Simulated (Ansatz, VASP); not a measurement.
## AlN in VASP and in Ansatz

```
CELL_PARAMETERS angstrom
3.08245 0.00000 0.00000
-1.54122 2.66948 0.00000
0.00000 0.00000 4.93325
ATOMIC_POSITIONS crystal
Al 0.33333 0.66667 0.99991
Al 0.66667 0.33333 0.49991
N 0.33333 0.66667 0.38209
N 0.66667 0.33333 0.88209
```

Alike in both runs: task single point; functional PBEsol; k mesh 9 × 9 × 4; no spin polarisation.

|  | VASP | Ansatz |
| --- | --- | --- |
| version | VASP 6.6.1 | Ansatz 0.2.0 |
| potentials or method | VASP PAW PBE potentials, release 64 (Al, N), cutoff 600 eV | scalar-relativistic, plane waves, PAW |
| occupations | gaussian, width 0.01 eV | fixed |
| valence electrons in the cell | 16 | 16 |

```csv
,VASP,Ansatz,Ansatz less VASP
gap on the k mesh at the Fermi level (eV),4.38,4.36,-0.017
least direct gap on the mesh (eV),4.38,4.36,-0.017
```

VASP's potentials were made for PBE, not for PBEsol, and Ansatz warns of the same on its side.
